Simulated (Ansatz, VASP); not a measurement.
MgO: VASP beside Ansatz

File INCAR:

```
SYSTEM = MgO
PREC = Accurate
ENCUT = 600
EDIFF = 1E-6
ISMEAR = 0
SIGMA = 0.1
LREAL = .FALSE.
LASPH = .TRUE.
NELM = 120
ALGO = Normal
ISIF = 2
LWAVE = .FALSE.
LCHARG = .FALSE.
GGA = PS
NBANDS = 11
GGA_COMPAT = .FALSE.
```

KPOINTS

```
regular mesh
0
G
  8 8 8
  0 0 0
```

POSCAR

```
MgO
1.0
    0.0000000000      2.0970013927      2.0970013927
    2.0970013927      0.0000000000      2.0970013927
    2.0970013927      2.0970013927      0.0000000000
Mg O
1 1
Direct
    0.0000000000      0.0000000000      0.0000000000
    0.5000000000      0.5000000000      0.5000000000
```

Input for Ansatz:

```yaml
crystal:
  lattice:
    - [0.0, 2.0970013927, 2.0970013927]
    - [2.0970013927, 0.0, 2.0970013927]
    - [2.0970013927, 2.0970013927, 0.0]
  atoms:
    - { symbol: Mg, position: [0.0, 0.0, 0.0] }
    - { symbol: O, position: [0.5, 0.5, 0.5] }
basis:
  ecutwfc: 420
kpoints:
  mp_grid: { grid: [8, 8, 8] }
hamiltonian:
  xc: pbesol
scf:
  occupations: { method: gaussian, width: 0.1 }
output:
  forces: true
  stress: true
  eigenvalues: true
```

Alike in both runs: task single point; functional PBEsol; k mesh 8 × 8 × 8; occupations gaussian, width 0.1 eV; no spin polarisation.

|  | VASP | Ansatz |
| --- | --- | --- |
| version | VASP 6.6.1 | Ansatz 0.2.0 |
| potentials or method | VASP PAW PBE potentials, release 64 (Mg, O), cutoff 600 eV | scalar-relativistic, plane waves, PAW |
| valence electrons in the cell | 8 | 16 |

```tsv
	VASP	Ansatz	Ansatz less VASP
gap on the k mesh at the Fermi level (eV)	4.76	4.76	-0.002
least direct gap on the mesh (eV)	4.76	4.76	-0.002
pressure (GPa)	1.6	2.3	+0.70
```

VASP's potentials were made for PBE, not for PBEsol. The functional is the same, so the differences come from potentials, cutoffs and numerics. VASP's potentials hold 8 valence electrons a cell and Ansatz's 16, so a difference there can come from the potentials and not from the codes.
